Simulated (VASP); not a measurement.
Here is a VASP 6.6.1 calculation.

The input INCAR:

```
SYSTEM = In3Sb
ALGO     = Normal         ! electronic algorithm
EDIFF    = 1E-6           ! SCF threshold, eV
EDIFFG   = -0.03          ! ionic threshold
ENCUT    = 600            ! plane-wave cutoff, eV
GGA      = PS             ! functional
IBRION   = 2              ! ionic algorithm
ISIF     = 3              ! what is computed and relaxed
ISMEAR   = 0              ! smearing method
LASPH    = .True.         ! aspherical terms in the spheres
LCHARG   = .False.        ! write CHGCAR
LREAL    = .False.        ! projectors in reciprocal space
LWAVE    = .False.        ! write WAVECAR
NELM     = 60             ! most SCF steps
NSW      = 60             ! ionic steps
PREC     = Accurate       ! precision mode
PSTRESS  = 200.0        
SIGMA    = 0.01           ! smearing width, eV
```

Contents of KPOINTS:

```
k-points
0
Gamma
  5 5 5
  0 0 0
```

File POSCAR:

```
In3Sb
1.0
    4.8400000000      0.0000000000      0.0000000000
    0.0000000000      4.8400000000      0.0000000000
    0.0000000000      0.0000000000      4.8400000000
Sb In
1 3
Direct
    0.0000000000      0.0000000000      0.0000000000
    0.0000000000      0.5000000000      0.5000000000
    0.5000000000      0.0000000000      0.5000000000
    0.5000000000      0.5000000000      0.0000000000
```

Potentials or basis: VASP PAW PBE potentials, release 64 (Sb, In_d).

Launch:

```bash
$ cat potpaw_PBE.64/Sb/POTCAR potpaw_PBE.64/In_d/POTCAR > POTCAR
$ mpirun -np 1 vasp_std > vasp.out
```

Q: Predict the band gap on the k mesh.

A: Zero (band 22 reaches 11.83 eV, above the bottom of band 23 at 8.61 eV).

Q: Predict the relaxed volume.

A: 20.68 Å³/atom.

Q: What does it give for the relaxed cell?

A: a = 4.357 Å, b = 4.357 Å, c = 4.357 Å, α = 90.00°, β = 90.00°, γ = 90.00°.

Q: Estimate the space group after relaxing (to 0.05 Å).

A: Pm-3m (No. 221).

Final structure:
```
Sb In
1.0
     4.35681    0.00000    0.00000
     0.00000    4.35681    0.00000
     0.00000    0.00000    4.35681
Sb In
1 3
Direct
  0.00000 0.00000 0.00000
  0.00000 0.50000 0.50000
  0.50000 0.00000 0.50000
  0.50000 0.50000 0.00000
```

Caveat: the cell is relaxed towards a set pressure, so the enthalpy falls and the energy may rise; the volume moved by over 15 % at a fixed basis, so the end points are rough; the PAW data sets were made with another functional, which shifts forces and pressure a little; spin-orbit coupling is left out, which moves the levels of the heavy elements.
